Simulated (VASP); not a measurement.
A run of VASP 6.6.1 is set up as follows.

File POSCAR:

```
Si2GeO6
1.0
    4.4024349157     -2.4992802996     -0.0003030031
    4.4024349157      2.4992802996     -0.0003030031
   -0.0632412998      0.0000000000      5.5720477132
Si Ge O
2 1 6
Direct
    0.9983557915      0.4665466619      0.1629753340
    0.5334533381      0.0016442085      0.8370246660
    0.4703500628      0.5296499372      0.5000000000
    0.2774712104      0.1487436757      0.0500218076
    0.6050250594      0.2588427521      0.7326651523
    0.1187384611      0.5958074956      0.3827585995
    0.4041925044      0.8812615389      0.6172414005
    0.8512563243      0.7225287896      0.9499781924
    0.7411572479      0.3949749406      0.2673348477
```

The input INCAR.step1:

```
SYSTEM = Si2GeO6
ALGO = Normal ; EDIFF = 1E-4
ENCUT = 520 ; GGA = PE
ISMEAR = 0 ; LASPH = .True.
LCHARG = .False. ; LREAL = .False.
LWAVE = .True. ; NBANDS = 39
NELM = 60 ; PREC = Accurate
SIGMA = 0.02
```

INCAR.step2

```
SYSTEM = Si2GeO6
ALGO = Normal ; EDIFF = 1E-6
ENCUT = 520 ; ISIF = 2
ISMEAR = 0 ; ISTART = 1
LASPH = .True. ; LCHARG = .False.
LMIXTAU = .True. ; LREAL = .False.
LWAVE = .False. ; METAGGA = R2SCAN
NBANDS = 39 ; NELM = 60
PREC = Accurate ; SIGMA = 0.02
```

KPOINTS

```
k-points
0
Gamma
  6 6 4
  0 0 0
```

Potentials or basis: VASP PAW PBE potentials, release 64 (Si, Ge_d, O).

Launch:

```sh
$ cat potpaw_PBE.64/Si/POTCAR potpaw_PBE.64/Ge_d/POTCAR potpaw_PBE.64/O/POTCAR > POTCAR
$ cp INCAR.step1 INCAR
$ mpirun -np 1 vasp_std > vasp.out
$ cp INCAR.step2 INCAR
$ mpirun -np 1 vasp_std > vasp.out
```

Question: Predict the band gap on the k mesh.

Answer: 5.20 eV (least direct gap 5.38 eV).

Question: Estimate the largest force.

Answer: 0.350 eV/Å.

Stress tensor (GPa, compression positive):
```
-5.16  0.00 -0.04
 0.00 -5.29  0.00
-0.04  0.00 -5.32
```

Caveat: the cell stands under tension; the PAW data sets were made with another functional, which shifts forces and pressure a little. A k mesh can miss the band edges.
